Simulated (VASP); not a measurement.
# Be4TeSe3 (R3m) in VASP: single point with PBE

Aim: the single point of Be4TeSe3 with PBE.

Program: VASP 6.6.1. These are calculated values, not measurements. Logs are shortened: lines on timing, memory, paths and dates and some standing lists are left out, and cuts for length are marked.

### 1 The cell of the first run

It takes space group R3m (No. 160, trigonal). Conventional cell: a = 3.765 Å, b = 3.765 Å, c = 36.661 Å, α = 90.00°, β = 90.00°, γ = 120.00°. Within 3.0 Å of Be (site symmetry 3m) lie 3 Se at 2.28 Å and 1 Te at 2.45 Å. Be (site symmetry 3m) has 4 Se at 2.25 to 2.29 Å within 3.0 Å. Within 3.0 Å of Be (site symmetry 3m) lie 1 Se at 2.23 Å and 3 Te at 2.36 Å. Be (site symmetry 3m) has 4 Se at 2.25 to 2.29 Å within 3.0 Å. Te (site symmetry 3m) has 4 Be at 2.36 to 2.45 Å within 3.1 Å. Within 3.0 Å of Se (site symmetry 3m) lie 4 Be at 2.25 to 2.28 Å. Within 3.0 Å of Se (site symmetry 3m) lie 4 Be at 2.23 to 2.29 Å. Se (site symmetry 3m) has 4 Be at 2.25 to 2.29 Å within 3.0 Å.

### 2 Single point, PBE

File INCAR:

```
SYSTEM = Be4TeSe3
ALGO = Normal
EDIFF = 1E-7
ENCUT = 520
GGA = PE
ISIF = 2
ISMEAR = 0
LASPH = .TRUE.
LCHARG = .FALSE.
LREAL = .FALSE.
LWAVE = .FALSE.
NBANDS = 26
NELM = 80
PREC = Accurate
SIGMA = 0.15
```

File KPOINTS:

```
k-points
0
G
  4 4 4
  0 0 0
```

File POSCAR:

```
Be4TeSe3
1.0
    1.8824121275      1.0868111503     12.2204690087
   -1.8824121275      1.0868111503     12.2204690087
    0.0000000000     -2.1736222954     12.2204690092
Be Te Se
4 1 3
Direct
    0.9329034246      0.9329034246      0.9329034246
    0.1858221828      0.1858221828      0.1858221828
    0.6915402961      0.6915402961      0.6915402961
    0.4384512710      0.4384512710      0.4384512710
   -0.0001881221     -0.0001881221     -0.0001881221
    0.2471737380      0.2471737380      0.2471737380
    0.7524937070      0.7524937070      0.7524937070
    0.4998035025      0.4998035025      0.4998035025
```

Potentials or basis: VASP PAW PBE potentials, release 64 (Be, Te, Se).

Command:

```
$ cat potpaw_PBE.64/Be/POTCAR potpaw_PBE.64/Te/POTCAR potpaw_PBE.64/Se/POTCAR > POTCAR
$ mpirun -np 1 vasp_std > vasp.out
```

OUTCAR:

```text
SYSTEM = Be4TeSe3
   EDIFF = 1E-7
   ENCUT = 520
   GGA = PE
   ISIF = 2
   ISMEAR = 0
   LASPH = .TRUE.
   LREAL = .FALSE.
   NELM = 80
   PREC = Accurate

 ion  position               nearest neighbor table
   1  0.933  0.933  0.933-   6 2.28   6 2.28   6 2.28   5 2.45
   2  0.186  0.186  0.186-   6 2.25   8 2.29   8 2.29   8 2.29
   3  0.692  0.692  0.692-   7 2.23   5 2.36   5 2.36   5 2.36
   4  0.438  0.438  0.438-   8 2.25   7 2.29   7 2.29   7 2.29
   5  1.000  1.000  1.000-   3 2.36   3 2.36   3 2.36   1 2.45
   6  0.247  0.247  0.247-   2 2.25   1 2.28   1 2.28   1 2.28
   7  0.752  0.752  0.752-   3 2.23   4 2.29   4 2.29   4 2.29
   8  0.500  0.500  0.500-   4 2.25   2 2.29   2 2.29   2 2.29

  LATTYP: Found a trigonal (rhomboedric) cell.
 ALAT       =    12.4122720195
 COS(alpha) =     0.9540001039

  Lattice vectors:

 A1 = (   1.8824121275,   1.0868111503,  12.2204690087)
 A2 = (  -1.8824121275,   1.0868111503,  12.2204690087)
 A3 = (   0.0000000000,  -2.1736222954,  12.2204690092)

Analysis of symmetry for initial positions (statically):
=====================================================================
 Subroutine PRICEL returns:
 Original cell was already a primitive cell.

 Routine SETGRP: Setting up the symmetry group for a
 trigonal (rhombohedral) supercell.

 Subroutine GETGRP returns: Found  6 space group operations
 (whereof  6 operations were pure point group operations)
 out of a pool of 12 trial point group operations.

The static configuration has the point symmetry C_3v.

Analysis of symmetry for dynamics (positions and initial velocities):
=====================================================================
 Subroutine PRICEL returns:
 Original cell was already a primitive cell.

 Routine SETGRP: Setting up the symmetry group for a
 trigonal (rhombohedral) supercell.

 Subroutine GETGRP returns: Found  6 space group operations
 (whereof  6 operations were pure point group operations)
 out of a pool of 12 trial point group operations.

The dynamic configuration has the point symmetry C_3v.

 Subroutine INISYM returns: Found  6 space group operations
 (whereof  6 operations are pure point group operations),
 and found     1 'primitive' translations

----------------------------------------------------------------------------------------

                                     Primitive cell

  volume of cell :     150.0058

[... 94 lines left out ...]
   ISIF   =      2    stress and relaxation
   ISYM   =      2    0-nonsym 1-usesym 2-fastsym
   POTIM  = 0.5000    time-step for ionic-motion
   TEBEG  =    0.0;   TEEND  =   0.0 temperature during run
   PSTRESS=    0.0 pullay stress
   NELECT =      32.0000    total number of electrons
   NUPDOWN=      -1.0000    fix difference up-down
   EMIN   =  10.00;   EMAX   =-10.00  energy-range for DOS
   EFERMI =   0.00;   METHOD = LEGACY
   ISMEAR =     0;   SIGMA  =   0.15  broadening in eV -4-tet -1-fermi 0-gaus
   EFERMI_NEDOS =   21; number of points for ismear=-14 and -15
   IALGO  =     38    algorithm
   IMIX   =      4    mixing-type and parameters
     AMIX     =   0.40;   BMIX     =  1.00
     AMIX_MAG =   1.60;   BMIX_MAG =  1.00
  volume/ion in A,a.u.               =      18.75       126.54
  Fermi-wavevector in a.u.,A,eV,Ry     =   0.978188  1.848507 13.018750  0.956851
  Thomas-Fermi vector in A             =   2.108944
   LORBIT       =      0    0 simple, 1 ext, 2 COOP (PROOUT), +10 PAW based schemes
   GGA     = PE    functional components
   LHFCALC =     F    Hartree Fock is set to
   AEXX    =    0.0000 exact exchange contribution
   IVDW    =     0    specifies the selected vdW correction
   LEPSILON=     F    determine dielectric tensor
   LRPA    =     F    only Hartree local field effects (RPA)
 non-spin polarized calculation
 Gauss-broadening in eV      SIGMA  =   0.15
  energy-cutoff  :      520.00
  volume of cell :      150.01
 maximum number of plane-waves:      4067
 NGX is ok and might be reduce to    96
   NGX = 47   NGY = 47   NGZ = 47

 number of electron      32.0000000 magnetization

 Free energy of the ion-electron system (eV)
  ---------------------------------------------------
  ext. energy  EPLUGINS =         0.00000000
  ---------------------------------------------------
  free energy    TOTEN  =       -33.80024901 eV

  energy without entropy =      -33.80024901  energy(sigma->0) =      -33.80024901

 E-fermi :   5.0575     XC(G=0):  -9.2272

 val. band max:        4.3961411803   @ k =   0.0000   0.0000   0.0000
 cond. band min:       6.1066688954   @ k =   0.5000   0.5000   0.0000
 fundamental gap:      1.7105277151
 Fermi energy:         5.0575354529

 k-point     1 :       0.0000    0.0000    0.0000
  band No.  band energies     occupation
      1      -9.9152      2.00000
      2      -9.4841      2.00000
      3      -9.0415      2.00000
      4      -7.6254      2.00000
      5      -1.8438      2.00000
      6       0.2904      2.00000
[... 366 lines left out ...]
     25       9.1806      0.00000
     26       9.1815      0.00000

------------------------ aborting loop because EDIFF is reached ----------------------------------------

  FORCE on cell =-STRESS in cart. coord.  units (eV):
  Direction    XX          YY          ZZ          XY          YZ          ZX
  --------------------------------------------------------------------------------------
  -------------------------------------------------------------------------------------
  Total        0.2258435      0.2258435     -0.0751174     -0.0000000     -0.0000000      0.0000000
  in kB        2.4121826      2.4121826     -0.8023122     -0.0000000     -0.0000000      0.0000000
  external PRESSURE =       1.3406844 kB  Pullay stress =       0.0000000 kB

 VOLUME and BASIS-vectors are now :
 -----------------------------------------------------------------------------
  energy-cutoff  :      520.00
  volume of cell :      150.01
      direct lattice vectors                 reciprocal lattice vectors
     1.882412128  1.086811150 12.220469009     0.265616648  0.153353843  0.027276640
    -1.882412128  1.086811150 12.220469009    -0.265616648  0.153353843  0.027276640
     0.000000000 -2.173622295 12.220469009     0.000000000 -0.306707687  0.027276640

 POSITION                                       TOTAL-FORCE (eV/Angst)
 -----------------------------------------------------------------------------------
      0.00000      0.00000     34.20155         0.000000      0.000000      0.019701
      0.00000      0.00000      6.81250         0.000000      0.000000      0.015838
      0.00000      0.00000     25.35284         0.000000      0.000000      0.046966
      0.00000      0.00000     16.07424         0.000000      0.000000      0.022789
      0.00000      0.00000     36.65451         0.000000     -0.000000     -0.026219
      0.00000      0.00000      9.06174         0.000000     -0.000000     -0.031848
      0.00000      0.00000     27.58748         0.000000     -0.000000     -0.025516
      0.00000      0.00000     18.32350         0.000000     -0.000000     -0.021710
 -----------------------------------------------------------------------------------
    total drift:                                0.000000      0.000000      0.000064

  FREE ENERGIE OF THE ION-ELECTRON SYSTEM (eV)
  ---------------------------------------------------
  free  energy   TOTEN  =       -33.8002490109 eV

  energy  without entropy=      -33.8002490108  energy(sigma->0) =      -33.80024901
```

It took 16 min on 1 thread of AMD EPYC 7R13 (Zen 3), shared host; peak memory 1.5 GiB.

Results:

```yaml
Free_energy: -33.8002 eV
Pressure: 0.1 GPa
Largest_force: 0.047 eV/Å
Band_gap_on_the_k_mesh: 1.71 eV (least direct gap 2.66 eV)
```

Forces on the atoms (eV/Å):
```
Be   0.000  0.000  0.020
Be   0.000  0.000  0.016
Be   0.000  0.000  0.047
Be   0.000  0.000  0.023
Te   0.000  0.000 -0.026
Se   0.000  0.000 -0.032
Se   0.000  0.000 -0.026
Se   0.000  0.000 -0.022
```

Stress tensor (GPa, compression positive):
```
 0.24  0.00  0.00
 0.00  0.24  0.00
 0.00  0.00 -0.08
```

Caveat: the k points lie up to 0.48 Å⁻¹ apart; spin-orbit coupling is left out, which moves the levels of the heavy elements. A k mesh can miss the band edges.
